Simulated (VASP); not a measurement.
Crystal: Si.

```
CELL_PARAMETERS angstrom
3.79782 0.00000 0.00000
-1.89891 3.28901 0.00000
0.00000 0.00000 6.26960
ATOMIC_POSITIONS crystal
Si 0.66667 0.33333 0.06290
Si 0.33333 0.66667 0.56290
Si 0.66667 0.33333 0.43710
Si 0.33333 0.66667 0.93710
```

This isn't the form of Si at room conditions, which is diamond.

| Quantity | Value |
| --- | --- |
| Program | VASP 6.6.1 |
| Task | relaxation of cell and atoms |
| Functional | PBEsol |
| Potentials or basis | VASP PAW PBE potentials, release 64 (Si) |
| Cutoff | 600 eV |
| k mesh | 12 × 12 × 6 |
| Occupations | gaussian, width 0.01 eV |
| Spin | no spin polarisation |

At the start: pressure 2.4 GPa; volume 19.58 Å³/atom.

Q: How do energy, volume and symmetry change on relaxing?

A: Over 5 steps the energy falls by 3.5 meV/atom and the volume is 20.05 Å³/atom (+2.4 %); space group P6_3/mmc (No. 194, to 0.1 Å) before and after.

The path:
| step | energy change (eV) | largest force (eV/Å) | pressure (GPa) | volume (Å³) |
| --- | --- | --- | --- | --- |
| 1 | 0.0000 | 0.0090 | 2.38 | 78.31 |
| 2 | -0.0066 | 0.0011 | -1.60 | 81.66 |
| 3 | -0.0139 | 0.0050 | 0.00 | 80.22 |
| 4 | -0.0139 | 0.0049 | -0.05 | 80.26 |
| 5 | -0.0139 | 0.0032 | 0.02 | 80.20 |

Final structure:
```
Si
1.0
     3.82624    0.00000    0.00000
    -1.91312    3.31362    0.00000
     0.00000    0.00000    6.32570
Si
4
Cartesian
  1.9131 1.1045 0.3984
  0.0000 2.2091 3.5612
  1.9131 1.1045 2.7645
  0.0000 2.2091 5.9273
```

Caveat: the PAW data sets were made with another functional, which shifts forces and pressure a little.
